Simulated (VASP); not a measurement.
Input of a VASP 6.6.1 run:

The input POSCAR:

```
Ge
1.0
    1.3588524786     -2.5292366944      0.0000000000
    1.3588524786      2.5292366944      0.0000000000
    0.0000000000      0.0000000000      2.6242683486
Ge
1
Direct
    0.5000000000      0.5000000000      0.0000000000
```

Contents of INCAR.step1:

```
ALGO     = Normal         # electronic algorithm
EDIFF    = 1E-4           # SCF threshold, eV
ENCUT    = 520            # plane-wave cutoff, eV
GGA      = PE             # functional
ISMEAR   = 1              # smearing method
LASPH    = T              # aspherical terms in the spheres
LCHARG   = F              # write CHGCAR
LREAL    = F              # projectors in reciprocal space
LWAVE    = T              # write WAVECAR
NBANDS   = 13             # bands
NELM     = 100            # most SCF steps
PREC     = Accurate       # precision mode
SIGMA    = 0.1            # smearing width, eV
```

Contents of INCAR.step2:

```
ALGO     = Normal         # electronic algorithm
EDIFF    = 1E-6           # SCF threshold, eV
ENCUT    = 520            # plane-wave cutoff, eV
ISIF     = 2              # what is computed and relaxed
ISMEAR   = 1              # smearing method
ISTART   = 1            
LASPH    = T              # aspherical terms in the spheres
LCHARG   = F              # write CHGCAR
LMIXTAU  = T            
LREAL    = F              # projectors in reciprocal space
LWAVE    = F              # write WAVECAR
METAGGA  = R2SCAN         # meta-GGA
NBANDS   = 13             # bands
NELM     = 100            # most SCF steps
PREC     = Accurate       # precision mode
SIGMA    = 0.1            # smearing width, eV
```

File KPOINTS:

```
k-points
0
Gamma
  12 12 11
```

Potentials or basis: VASP PAW PBE potentials, release 64 (Ge_d).

Launch:

```bash
$ cat potpaw_PBE.64/Ge_d/POTCAR > POTCAR
$ cp INCAR.step1 INCAR
$ mpirun -np 1 vasp_std > vasp.out
$ cp INCAR.step2 INCAR
$ mpirun -np 1 vasp_std > vasp.out
```

Task: Estimate the band gap on the k mesh.

Result: Zero (bands 7 and 8 overlap by 11.17 eV).

Task: What does it give for the pressure?

Result: 2.8 GPa.

Stress tensor (GPa, compression positive):
```
 4.84  0.00  0.00
 0.00 -0.84  0.00
 0.00  0.00  4.32
```

Caveat: the PAW data sets were made with another functional, which shifts forces and pressure a little.
